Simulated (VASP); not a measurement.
Wanted: the native input for a VASP 6.6.1 run.

```
Task                   : relaxation of cell and atoms
Functional             : PBE
Potentials or basis    : VASP PAW PBE potentials, release 64 (Al, O_h)
Cutoff                 : 910 eV
k mesh                 : 12 × 12 × 6
Occupations            : gaussian, width 0.1 eV
Spin                   : no spin polarisation
Dipole correction      : no
Further INCAR settings : ALGO = Normal; EDIFF = 1e-07; IBRION = 2; EDIFFG = -0.01; NSW = 100; ISIF = 3
```

The structure of AlO5 lies in POSCAR:

```
AlO5
1.0
    3.5655607588      0.0000000000      0.0000000000
   -1.7827803794      3.0878661959      0.0000000000
    0.0000000000      0.0000000000      6.3767516465
Al O
1 5
Direct
    0.0000000000      0.0000000000      0.0000000000
    0.3333333333      0.6666666667      0.0000000000
    0.6666666667      0.3333333333      0.0000000000
    0.5000000000      0.0000000000      0.5000000000
    0.5000000000      0.5000000000      0.5000000000
    0.0000000000      0.5000000000      0.5000000000
```

The cell was generated, and may not be a known phase.

These files were run (other wordings do the same):

INCAR

```
PREC = Accurate ; ENCUT = 910
EDIFF = 1E-7 ; ISMEAR = 0
SIGMA = 0.1 ; LREAL = F
LASPH = T ; NELM = 120
ALGO = Normal ; ISIF = 3
LWAVE = F ; LCHARG = F
GGA = PE ; IBRION = 2
NSW = 100 ; EDIFFG = -0.01
GGA_COMPAT = F ; NELMIN = 4
```

KPOINTS

```
Automatic mesh
0
Gamma
  12 12 6
```

Potentials or basis: VASP PAW PBE potentials, release 64 (Al, O_h).

Run with:

```sh
$ cat potpaw_PBE.64/Al/POTCAR potpaw_PBE.64/O_h/POTCAR > POTCAR
$ mpirun -np 1 vasp_std > vasp.out
```

It gave:

```
Relaxed volume                        : 11.55 Å³/atom
Relaxed cell                          : a = 3.547 Å, b = 3.547 Å, c = 6.359 Å, α = 90.00°, β = 90.00°, γ = 120.00°
Space group after relaxing (to 0.1 Å) : P6/mmm (No. 191)
Energy gained by relaxing             : 1.0 meV/atom
Ionic steps                           : 6
Pressure after relaxing               : 0.0 GPa
Band gap on the k mesh                : zero (an odd number of electrons rules out a gap without spin polarisation)
```

Caveat: an odd number of electrons without spin polarisation forces a metal; a magnetic or distorted state may lie lower.

Wall time 13 min on 1 thread of Intel(R) Xeon(R) Platinum 8488C (Sapphire Rapids), with other jobs on the host, peak memory 0.41 GiB.
